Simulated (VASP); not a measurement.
Here is a VASP 6.6.1 calculation.

The input POSCAR:

```
GaSb
1.0
    0.0000000000      3.1189956238      3.1189956238
    3.1189956238      0.0000000000      3.1189956238
    3.1189956238      3.1189956238      0.0000000000
Sb Ga
1 1
Direct
    0.7500000000      0.7500000000      0.7500000000
    0.0000000000      0.0000000000      0.0000000000
```

The input INCAR.step1:

```
ALGO = Normal
EDIFF = 1E-5
ENCUT = 400
GGA = PE
GGA_COMPAT = False
ISIF = 2
ISMEAR = -1
LASPH = True
LREAL = False
LWAVE = True
NBANDS = 21
NELM = 120
PREC = Accurate
SIGMA = 0.05
```

The input INCAR.step2:

```
AEXX = 0.5
AGGAC = 1.0
AGGAX = 0.5
ALDAC = 0.0
ALDAX = 0.5
ALGO = Normal
EDIFF = 1E-6
ENCUT = 400
GGA = B5
GGA_COMPAT = False
ISIF = 2
ISMEAR = -1
ISTART = 1
LASPH = True
LCHARG = True
LELF = True
LHFCALC = True
LREAL = False
LVHAR = True
LWAVE = False
NBANDS = 21
NELM = 120
PREC = Accurate
PRECFOCK = Normal
SIGMA = 0.05
```

KPOINTS

```
k-points
0
Gamma
  4 4 4
```

Potentials or basis: VASP PAW PBE potentials, release 64 (Sb_d_GW, Ga_d).

The run is started by

```bash
$ cat potpaw_PBE.64/Sb_d_GW/POTCAR potpaw_PBE.64/Ga_d/POTCAR > POTCAR
$ cp INCAR.step1 INCAR
$ mpirun -np 1 vasp_std > vasp.out
$ cp INCAR.step2 INCAR
$ mpirun -np 1 vasp_std > vasp.out
```

**Question.** Predict the band gap on the k mesh.

**Answer.** 2.51 eV.

**Question.** Estimate the pressure.

**Answer.** -2.0 GPa.

Caveat: the k points lie up to 0.44 Å⁻¹ apart; the PAW data sets were made with another functional, which shifts forces and pressure a little; spin-orbit coupling is left out, which moves the levels of the heavy elements. A k mesh can miss the band edges.
